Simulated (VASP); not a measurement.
# Al3GaN4 (R3m) in VASP: a series of runs, part 3 of 3

VASP 6.6.1. Earlier steps stand in the parts before.

### 6 Single point, PBEsol

This run uses another cell than the first one, of 10.93 Å³/atom, 1.022 times its volume.

Input file INCAR:

```
SYSTEM = Al3GaN4
PREC = Accurate ; ENCUT = 520
EDIFF = 1E-6 ; ISMEAR = 0
SIGMA = 0.05 ; LREAL = .False.
LASPH = .True. ; NELM = 60
ALGO = Normal ; ISIF = 2
LWAVE = .False. ; LCHARG = .False.
GGA = PS ; NBANDS = 31
```

Input file KPOINTS:

```
regular mesh
0
Gamma
  6 6 6
  0 0 0
```

Input file POSCAR:

```
Al3GaN4
1.0
    4.4511896259      0.2423915143      0.2423915143
    0.2423915143      4.4511896259      0.2423915143
    0.2423915143      0.2423915143      4.4511896259
Al Ga N
3 1 4
Direct
    0.5000000000      0.5000000000      0.0000000000
    0.5000000000      0.0000000000      0.5000000000
    0.0000000000      0.5000000000      0.5000000000
    0.0000000000      0.0000000000      0.0000000000
    0.7447140287      0.7447140287      0.2552859713
    0.7447140287      0.2552859713      0.7447140287
    0.2552859713      0.7447140287      0.7447140287
    0.2552859713      0.2552859713      0.2552859713
```

Potentials or basis: VASP PAW PBE potentials, release 64 (Al, Ga_d, N).

The run is started by

```sh
$ cat potpaw_PBE.64/Al/POTCAR potpaw_PBE.64/Ga_d/POTCAR potpaw_PBE.64/N/POTCAR > POTCAR
$ mpirun -np 1 vasp_std > vasp.out
```

OUTCAR:

```text
SYSTEM = Al3GaN4
   PREC = Accurate
   ENCUT = 520
   EDIFF = 1E-6
   ISMEAR = 0
   LREAL = .False.
   LASPH = .True.
   NELM = 60
   ISIF = 2
   GGA = PS

 ion  position               nearest neighbor table
   1  0.500  0.500  0.000-   8 1.84   7 1.85   6 1.85   5 2.12   2 2.98   3 2.98   2 2.98   4 2.98
                             3 2.98   4 2.98   2 3.33   2 3.33   3 3.33   3 3.33
   2  0.500  0.000  0.500-   8 1.84   5 1.85   7 1.85   6 2.12   1 2.98   4 2.98   1 2.98   3 2.98
                             3 2.98   4 2.98   1 3.33   1 3.33   3 3.33   3 3.33
   3  0.000  0.500  0.500-   8 1.84   5 1.85   6 1.85   7 2.12   1 2.98   4 2.98   2 2.98   4 2.98
                             1 2.98   2 2.98   1 3.33   2 3.33   1 3.33   2 3.33
   4  0.000  0.000  0.000-   5 1.90   6 1.90   7 1.90   8 2.18   2 2.98   3 2.98   1 2.98   3 2.98
                             1 2.98   2 2.98
   5  0.745  0.745  0.255-   2 1.85   3 1.85   4 1.90   1 2.12
   6  0.745  0.255  0.745-   1 1.85   3 1.85   4 1.90   2 2.12
   7  0.255  0.745  0.745-   1 1.85   2 1.85   4 1.90   3 2.12
   8  0.255  0.255  0.255-   1 1.84   2 1.84   3 1.84   4 2.18

  LATTYP: Found a trigonal (rhomboedric) cell.
 ALAT       =     4.4643696507
 COS(alpha) =     0.1112166837

  Lattice vectors:

 A1 = (   4.4511896259,   0.2423915143,   0.2423915143)
 A2 = (   0.2423915143,   4.4511896259,   0.2423915143)
 A3 = (   0.2423915143,   0.2423915143,   4.4511896259)

Analysis of symmetry for initial positions (statically):
=====================================================================
 Subroutine PRICEL returns:
 Original cell was already a primitive cell.

 Routine SETGRP: Setting up the symmetry group for a
 trigonal (rhombohedral) supercell.

 Subroutine GETGRP returns: Found  6 space group operations
 (whereof  6 operations were pure point group operations)
 out of a pool of 12 trial point group operations.

The static configuration has the point symmetry C_3v.

Analysis of symmetry for dynamics (positions and initial velocities):
=====================================================================
 Subroutine PRICEL returns:
 Original cell was already a primitive cell.

 Routine SETGRP: Setting up the symmetry group for a
 trigonal (rhombohedral) supercell.

 Subroutine GETGRP returns: Found  6 space group operations
 (whereof  6 operations were pure point group operations)
 out of a pool of 12 trial point group operations.

The dynamic configuration has the point symmetry C_3v.

 Subroutine INISYM returns: Found  6 space group operations
 (whereof  6 operations are pure point group operations),
 and found     1 'primitive' translations

----------------------------------------------------------------------------------------

                                     Primitive cell

  volume of cell :      87.4357

  direct lattice vectors                    reciprocal lattice vectors
     4.451189626  0.242391514  0.242391514     0.225929786 -0.011667735 -0.011667735
     0.242391514  4.451189626  0.242391514    -0.011667735  0.225929786 -0.011667735
     0.242391514  0.242391514  4.451189626    -0.011667735 -0.011667735  0.225929786

  length of vectors
     4.464369651  4.464369651  4.464369651     0.226531544  0.226531544  0.226531544

  position of ions in fractional coordinates (direct lattice)
     0.500000000  0.500000000  0.000000000
     0.500000000  1.000000000  0.500000000
     1.000000000  0.500000000  0.500000000
     0.000000000  0.000000000  0.000000000
[... 70 lines left out ...]
   number of dos      NEDOS =    301   number of ions     NIONS =      8
   total plane-waves  NPLWV =  46656
   dimension x,y,z NGX =    36 NGY =   36 NGZ =   36
   dimension x,y,z NGXF=    72 NGYF=   72 NGZF=   72
   ions per type =               3   1   4
   NGX,Y,Z   is equivalent  to a cutoff of  13.41, 13.41, 13.41 a.u.
   NGXF,Y,Z  is equivalent  to a cutoff of  26.81, 26.81, 26.81 a.u.
 SYSTEM =  Al3GaN4
   PREC   = accura    normal or accurate (medium, high low for compatibility)
   ISTART =      0    job   : 0-new  1-cont  2-samecut
   ICHARG =      2    charge: 1-file 2-atom 10-const
   ISPIN  =      1    spin polarized calculation?
   LNONCOLLINEAR =      F non collinear calculations
   LSORBIT =      F    spin-orbit coupling
   LASPH  =      T    aspherical Exc in radial PAW
   ENCUT  =  520.0 eV  38.22 Ry    6.18 a.u.   8.30  8.30  8.30*2*pi/ulx,y,z
   NELM   =     60;   NELMIN=  2; NELMDL= -5     # of ELM steps
   EDIFF  = 0.1E-05   stopping-criterion for ELM
   LREAL  =      F    real-space projection
   EDIFFG = 0.1E-04   stopping-criterion for IOM
   NSW    =      0    number of steps for IOM
   IBRION =     -1    ionic relax: 0-MD 1-quasi-New 2-CG
   NFREE  =      0    steps in history (QN), initial steepest desc. (CG)
   ISIF   =      2    stress and relaxation
   ISYM   =      2    0-nonsym 1-usesym 2-fastsym
   POTIM  = 0.5000    time-step for ionic-motion
   TEBEG  =    0.0;   TEEND  =   0.0 temperature during run
   PSTRESS=    0.0 pullay stress
   NELECT =      42.0000    total number of electrons
   NUPDOWN=      -1.0000    fix difference up-down
   EMIN   =  10.00;   EMAX   =-10.00  energy-range for DOS
   EFERMI =   0.00;   METHOD = LEGACY
   ISMEAR =     0;   SIGMA  =   0.05  broadening in eV -4-tet -1-fermi 0-gaus
   EFERMI_NEDOS =   21; number of points for ismear=-14 and -15
   IALGO  =     38    algorithm
   IMIX   =      4    mixing-type and parameters
     AMIX     =   0.40;   BMIX     =  1.00
     AMIX_MAG =   1.60;   BMIX_MAG =  1.00
  volume/ion in A,a.u.               =      10.93        73.76
  Fermi-wavevector in a.u.,A,eV,Ry     =   1.282119  2.422853 22.365648  1.643829
  Thomas-Fermi vector in A             =   2.414449
   LORBIT       =      0    0 simple, 1 ext, 2 COOP (PROOUT), +10 PAW based schemes
   GGA     = PS    functional components
   LHFCALC =     F    Hartree Fock is set to
   AEXX    =    0.0000 exact exchange contribution
   IVDW    =     0    specifies the selected vdW correction
   LEPSILON=     F    determine dielectric tensor
   LRPA    =     F    only Hartree local field effects (RPA)
 non-spin polarized calculation
 Gauss-broadening in eV      SIGMA  =   0.05
  energy-cutoff  :      520.00
  volume of cell :       87.44
 maximum number of plane-waves:      2376
 NGX is ok and might be reduce to    36
   NGX = 17   NGY = 17   NGZ = 17

 number of electron      41.9999989 magnetization

 Free energy of the ion-electron system (eV)
  ---------------------------------------------------
  ext. energy  EPLUGINS =         0.00000000
  ---------------------------------------------------
  free energy    TOTEN  =       -58.20972215 eV

  energy without entropy =      -58.20972215  energy(sigma->0) =      -58.20972215

 E-fermi :   5.9663     XC(G=0): -11.2192

 val. band max:        5.7458489561   @ k =   0.0000   0.0000   0.0000
 cond. band min:       7.8634026721   @ k =   0.0000   0.0000   0.0000
 fundamental gap:      2.1175537160
 Fermi energy:         5.9663282086

 k-point     1 :       0.0000    0.0000    0.0000
  band No.  band energies     occupation
      1      -9.6808      2.00000
      2      -8.1737      2.00000
      3      -8.1737      2.00000
      4      -7.6980      2.00000
      5      -7.2778      2.00000
      6      -7.2778      2.00000
[... 805 lines left out ...]
     30      15.9898      0.00000
     31      16.2241      0.00000

 [... further k-points ...]

------------------------ aborting loop because EDIFF is reached ----------------------------------------

  FORCE on cell =-STRESS in cart. coord.  units (eV):
  Direction    XX          YY          ZZ          XY          YZ          ZX
  --------------------------------------------------------------------------------------
  -------------------------------------------------------------------------------------
  Total        1.0449196      1.0449196      1.0449196    -10.3585058    -10.3585058    -10.3585058
  in kB       19.1471671     19.1471671     19.1471671   -189.8098570   -189.8098570   -189.8098570
  external PRESSURE =      19.1471671 kB  Pullay stress =       0.0000000 kB

 VOLUME and BASIS-vectors are now :
 -----------------------------------------------------------------------------
  energy-cutoff  :      520.00
  volume of cell :       87.44
      direct lattice vectors                 reciprocal lattice vectors
     4.451189626  0.242391514  0.242391514     0.225929786 -0.011667735 -0.011667735
     0.242391514  4.451189626  0.242391514    -0.011667735  0.225929786 -0.011667735
     0.242391514  0.242391514  4.451189626    -0.011667735 -0.011667735  0.225929786

 POSITION                                       TOTAL-FORCE (eV/Angst)
 -----------------------------------------------------------------------------------
      2.34679      2.34679      0.24239         0.293846      0.293846      0.322441
      2.34679      0.24239      2.34679         0.293846      0.322441      0.293846
      0.24239      2.34679      2.34679         0.322441      0.293846      0.293846
      0.00000      0.00000      0.00000         0.305382      0.305382      0.305382
      3.55725      3.55725      1.49735        -0.322047     -0.322047     -0.384506
      3.55725      1.49735      3.55725        -0.322047     -0.384506     -0.322047
      1.49735      3.55725      3.55725        -0.384506     -0.322047     -0.322047
      1.26008      1.26008      1.26008        -0.186916     -0.186916     -0.186916
 -----------------------------------------------------------------------------------
    total drift:                                0.001204      0.001204      0.001204

  FREE ENERGIE OF THE ION-ELECTRON SYSTEM (eV)
  ---------------------------------------------------
  free  energy   TOTEN  =       -58.2097221475 eV

  energy  without entropy=      -58.2097221475  energy(sigma->0) =      -58.20972215
```

Run time: 72 s. Hardware: 1 thread of Intel Xeon Platinum 8488C (Sapphire Rapids), shared host; peak memory 0.24 GiB.

What came out:

* Free energy: -58.2097 eV
* Pressure: 1.9 GPa
* Largest force: 0.596 eV/Å
* Band gap on the k mesh: 2.12 eV, direct

Forces on the atoms (eV/Å):
```
Al   0.294  0.294  0.322
Al   0.294  0.322  0.294
Al   0.322  0.294  0.294
Ga   0.305  0.305  0.305
N   -0.322 -0.322 -0.385
N   -0.322 -0.385 -0.322
N   -0.385 -0.322 -0.322
N   -0.187 -0.187 -0.187
```

Stress tensor (GPa, compression positive):
```
  1.91 -18.98 -18.98
-18.98   1.91 -18.98
-18.98 -18.98   1.91
```

Caveat: the PAW data sets were made with another functional, which shifts forces and pressure a little. PBEsol gaps usually lie below the measured ones, often by a third to a half.

### 7 Summary

```tsv
cell	gap on the mesh (eV)	pressure (GPa)	largest force (eV/Å)
a = 4.409 Å, angles 87.9°, 8 atoms	3.10	0.9	0.46
a = 4.413 Å, angles 94.1°, 8 atoms	2.87	4.5	1.94
a = 4.413 Å, angles 85.7°, 8 atoms	2.76	3.7	0.72
a = 4.464 Å, angles 96.0°, 8 atoms	2.46	4.3	3.23
a = 4.464 Å, angles 83.6°, 8 atoms	2.12	1.9	0.60
```

Alike in all rows: task single point; level PBEsol; potentials or basis VASP PAW PBE potentials, release 64 (Al, Ga_d, N); no spin polarisation; k mesh 6 × 6 × 6; cutoff (eV) 520; smearing gaussian 0.05 eV.

Caveats: the PAW data sets were made with another functional, which shifts forces and pressure a little.

Absolute energies hang on the potentials; compare differences alone.
